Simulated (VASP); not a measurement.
Write the native input for VASP 6.6.1 that does the following.

```yaml
Task: single point
Functional: PBEsol
Potentials_or_basis: VASP PAW PBE potentials, release 64 (Pb_d, S)
Cutoff: 520 eV
k_mesh: 8 × 8 × 7
Occupations: fermi-dirac, width 0.05 eV
Spin: no spin polarisation
Dipole_correction: no
Further_INCAR_settings: ALGO = Normal; EDIFF = 1e-07; NBANDS = 17
```

The structure of PbS lies in POSCAR:

```
PbS
1.0
    4.1699082012      0.0000000000      0.0000000000
   -2.0849541005      3.6112464337      0.0000000000
    0.0000000000      0.0000000000      3.8624636467
Pb S
1 1
Direct
    0.0000000000      0.0000000000      0.0000000000
    0.6666666667      0.3333333333      0.5000000000
```

This cell differs from its parent crystal: volume scaled by 1.06.

These files were run (other wordings do the same):

INCAR

```
SYSTEM = PbS
PREC = Accurate ; ENCUT = 520
EDIFF = 1E-7 ; ISMEAR = -1
SIGMA = 0.05 ; LREAL = .False.
LASPH = .True. ; NELM = 80
ALGO = Normal ; ISIF = 2
LWAVE = .False. ; LCHARG = .False.
GGA = PS ; NBANDS = 17
```

KPOINTS

```
Automatic mesh
0
Gamma
  8 8 7
  0 0 0
```

Potentials or basis: VASP PAW PBE potentials, release 64 (Pb_d, S).

Command:

```sh
$ cat potpaw_PBE.64/Pb_d/POTCAR potpaw_PBE.64/S/POTCAR > POTCAR
$ mpirun -np 1 vasp_std > vasp.out
```

Results of the run:

The pressure is -5.1 GPa. The band gap on the k mesh is 0.35 eV, indirect (least direct gap 1.56 eV).

Caveat: the PAW data sets were made with another functional, which shifts forces and pressure a little; spin-orbit coupling is left out, which moves the levels of the heavy elements.

Wall time 48 s on 1 thread of AMD EPYC 7R43 64-Core Processor (Zen 3), with other jobs on the host, peak memory 0.16 GiB.
